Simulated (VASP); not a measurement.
Input of a VASP 6.6.1 run:

Contents of INCAR:

```
SYSTEM = InO2
PREC = Accurate
ENCUT = 520
EDIFF = 1E-6
ISMEAR = 0
SIGMA = 0.1
LREAL = .False.
LASPH = .True.
NELM = 150
ALGO = Normal
ISIF = 2
LWAVE = .False.
LCHARG = .True.
ISPIN = 2
MAGMOM = 0 1 1
LORBIT = 11
GGA = PE
LELF = .True.
LVHAR = .True.
NBANDS = 24
```

The input KPOINTS:

```
regular mesh
0
Gamma
  12 12 2
  0 0 0
```

File POSCAR:

```
InO2
1.0
    2.3897924200      0.0000000000      0.0000000000
   -1.1948962100      2.0696209500      0.0000000000
    0.0000000000      0.0000000000     11.7629553500
In O
1 2
Direct
    0.0000000000      0.0000000000      0.0000000000
    0.3333333300      0.6666666700      0.8978554600
    0.3333333300      0.6666666700      0.1021445400
```

Potentials or basis: VASP PAW PBE potentials, release 64 (In_d, O).

Run with:

```sh
$ cat potpaw_PBE.64/In_d/POTCAR potpaw_PBE.64/O/POTCAR > POTCAR
$ mpirun -np 1 vasp_std > vasp.out
```

What does it give for the band gap on the k mesh?

Zero (filled and empty bands overlap).

Predict the net moment.

1.00 μB per cell.

Estimate the site moments.

In +0.10; O +0.42 μB.

Forces on the atoms (eV/Å):
```
In    0.000   0.000   0.000
O     0.000   0.000 -13.085
O     0.000   0.000  13.085
```

Caveat: spin-orbit coupling is left out, which moves the levels of the heavy elements.
